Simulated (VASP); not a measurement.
**V: single point with PBE**

V:

```
V
1.0
     6.08398    0.00000    0.00000
     0.00000    6.08398    0.00000
     0.00000    0.00000    3.04199
V
8
Direct
  0.00074 0.00465 0.00396
  0.99815 0.49576 0.98883
  0.49444 0.00449 0.98893
  0.50490 0.49423 0.00549
  0.24994 0.24491 0.49539
  0.25519 0.74436 0.49792
  0.74894 0.24570 0.49256
  0.74804 0.75318 0.48867
```

| Property | Result |
| --- | --- |
| Program | VASP 6.6.1 |
| Task | single point |
| Functional | PBE |
| Potentials or basis | VASP PAW PBE potentials, release 64 (V_sv) |
| Cutoff | 500 eV |
| k mesh | 2 × 2 × 2 |
| Occupations | fermi-dirac, width 0.1 eV |
| Spin | collinear spin, zero start |
| Starting moments | [0.0, 0.0, 0.0, 0.0, 0.0, 0.0, 0.0, 0.0] μB |
| Dipole correction | no |
| Further INCAR settings | ALGO = Normal; EDIFF = 1e-06; NBANDS = 66; ISYM = 0 |

```json
{"Pressure": "-7.1 GPa", "Largest force": "0.521 eV/Å", "Band gap on the k mesh": "zero (filled and empty bands overlap)", "Net moment": "0.00 μB per cell", "Valence electrons inside the program's atomic spheres": "V 11.57, 11.55, 11.59, 11.60"}
```

Forces on the atoms (eV/Å):
```
V   -0.038 -0.428 -0.280
V    0.107  0.253  0.184
V    0.191 -0.446  0.191
V   -0.159  0.311 -0.314
V   -0.097  0.182  0.023
V   -0.260  0.077 -0.059
V    0.098  0.250  0.080
V    0.158 -0.199  0.176
```

Stress tensor (GPa, compression positive):
```
-6.33  0.03 -0.07
 0.03 -6.37  0.04
-0.07  0.04 -8.68
```

Levels at points of the mesh, in eV from the Fermi level:
Spin up:
```tsv
k point	band 47	band 48	band 49	band 50	band 51	band 52	band 53	band 54	band 55	band 56
(0.00, 0.00, 0.00)	-0.65	0.17	0.19	0.25	0.54	0.54	0.59	0.60	0.63	0.65
(0.50, 0.00, 0.00)	-0.56	-0.51	-0.48	-0.43	0.15	0.18	0.21	0.23	0.58	0.63
(0.00, 0.50, 0.00)	-0.53	-0.52	-0.46	-0.42	0.13	0.19	0.19	0.24	0.53	0.67
(0.50, 0.50, 0.00)	-0.57	-0.52	-0.25	-0.20	-0.17	-0.15	0.48	0.51	0.52	0.55
(0.00, 0.00, 0.50)	-1.21	-1.21	-0.67	-0.60	0.58	0.58	0.59	0.59	1.31	1.31
(0.50, 0.00, 0.50)	-0.59	-0.58	-0.54	-0.49	-0.47	-0.45	-0.14	-0.13	-0.12	-0.11
(0.00, 0.50, 0.50)	-0.56	-0.55	-0.54	-0.50	-0.48	-0.43	-0.15	-0.13	-0.13	-0.11
(0.50, 0.50, 0.50)	-1.17	-1.13	-0.74	-0.71	-0.70	-0.66	-0.62	-0.58	-0.56	-0.55
```
Spin down:
```tsv
k point	band 49	band 50	band 51	band 52	band 53	band 54
(0.00, 0.00, 0.00)	0.19	0.25	0.54	0.54	0.59	0.60
(0.50, 0.00, 0.00)	-0.48	-0.43	0.15	0.18	0.21	0.23
(0.00, 0.50, 0.00)	-0.46	-0.42	0.13	0.19	0.19	0.24
(0.50, 0.50, 0.00)	-0.25	-0.20	-0.17	-0.15	0.48	0.51
(0.00, 0.00, 0.50)	-0.67	-0.60	0.58	0.58	0.59	0.59
(0.50, 0.00, 0.50)	-0.54	-0.49	-0.47	-0.45	-0.14	-0.13
(0.00, 0.50, 0.50)	-0.54	-0.50	-0.48	-0.43	-0.15	-0.13
(0.50, 0.50, 0.50)	-0.74	-0.71	-0.70	-0.66	-0.62	-0.58
```

Run time: 3 min on 1 thread of Intel(R) Xeon(R) Platinum 8488C (Sapphire Rapids), with other jobs on the host, peak memory 0.28 GiB.

Caveat: the k points lie up to 1.03 Å⁻¹ apart.
